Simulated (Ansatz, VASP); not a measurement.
Two plane-wave programs on Mo

INCAR

```
  PREC = Accurate
  ENCUT = 600
  EDIFF = 1E-6
  ISMEAR = 1
  SIGMA = 0.1
  LREAL = False
  LASPH = True
  NELM = 80
  ALGO = Normal
  ISIF = 3
  LWAVE = False
  LCHARG = False
  GGA = B5
  ALDAX = 1.0
  AGGAX = 1.0
  AGGAC = 1.0
  ALDAC = 0.0
  IVDW = 12
  IBRION = 2
  NSW = 80
  EDIFFG = -0.01
  VDW_S6 = 1.0
  VDW_S8 = 2.6996
  VDW_A1 = 0.4298
  VDW_A2 = 4.2359
```

File KPOINTS:

```
regular mesh
0
Gamma
  11 11 11
```

The input POSCAR:

```
Mo
1.0
    2.7355100000      0.0000000000      0.0000000000
   -1.3677550000      2.3690211523      0.0000000000
    0.0000000000      0.0000000000      2.5551810000
Mo
1
Direct
    0.0000000000      0.0000000000      0.5000000000
```

Input for Ansatz:

```yaml
crystal:
  lattice:
    - [2.73551, 0.0, 0.0]
    - [-1.3677549999999994, 2.3690211523063702, 0.0]
    - [0.0, 0.0, 2.555181]
  atoms:
    - { symbol: Mo, position: [0.0, 0.0, 0.5] }
basis:
  ecutwfc: 470.0
kpoints:
  mp_grid:
    grid: [11, 11, 11]
    shift: [0.0, 0.0, 0.0]
hamiltonian:
  xc: blyp
  dispersion: d3bj
scf:
  occupations:
    method: cold
    width: 0.1
relax:
  f_tol: 0.01
  cell: {}
```

Alike in both runs: task relaxation of cell and atoms; functional BLYP; dispersion D3(BJ); k mesh 11 × 11 × 11; no spin polarisation.

```csv
,VASP,Ansatz
version,VASP 6.6.1,Ansatz 0.2.0
potentials or method,"VASP PAW PBE potentials, release 64 (Mo_sv), cutoff 600 eV","plane waves, PAW"
occupations,"methfessel-paxton of order 1, width 0.1 eV","cold, width 0.1 eV"
valence electrons in the cell,14,14
```

|  | VASP | Ansatz | Ansatz less VASP |
| --- | --- | --- | --- |
| relaxed volume (Å³/atom) | 16.31 | 16.23 | -0.077 |
| relaxed cell length with the largest relative difference (Å) | 2.494 | 2.488 | -0.0064 |

VASP's potentials were made for PBE, not for BLYP.
